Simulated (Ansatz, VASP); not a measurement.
Cd in VASP and in Ansatz

```
Cd
1.0
     2.99748    0.00000    0.00000
    -1.49874    2.59589    0.00000
     0.00000    0.00000    5.47047
Cd
2
Direct
  0.33333 0.66667 0.25000
  0.66667 0.33333 0.75000
```

Alike in both runs: functional PBE; dispersion D3(BJ); k mesh 18 × 18 × 8; occupations gaussian, width 0.1 eV; no spin polarisation.

Ansatz relaxed the structure, and its values are those at the end. VASP's run is a single point on that final structure, the one shown.

```csv
,VASP,Ansatz
version,VASP 6.6.1,Ansatz 0.2.0
potentials or method,"VASP PAW PBE potentials, release 64 (Cd), cutoff 520 eV","scalar-relativistic, plane waves, PAW"
valence electrons in the cell,24,40
```

```csv
,VASP,Ansatz,Ansatz less VASP
gap on the k mesh at the Fermi level (eV),none,none,-
pressure (GPa),0.4,0.0,-0.39
```

A gap of «none» marks a metal or a gap that the smearing closes. VASP's potentials hold 24 valence electrons a cell and Ansatz's 40, so a difference there can come from the potentials and not from the codes.
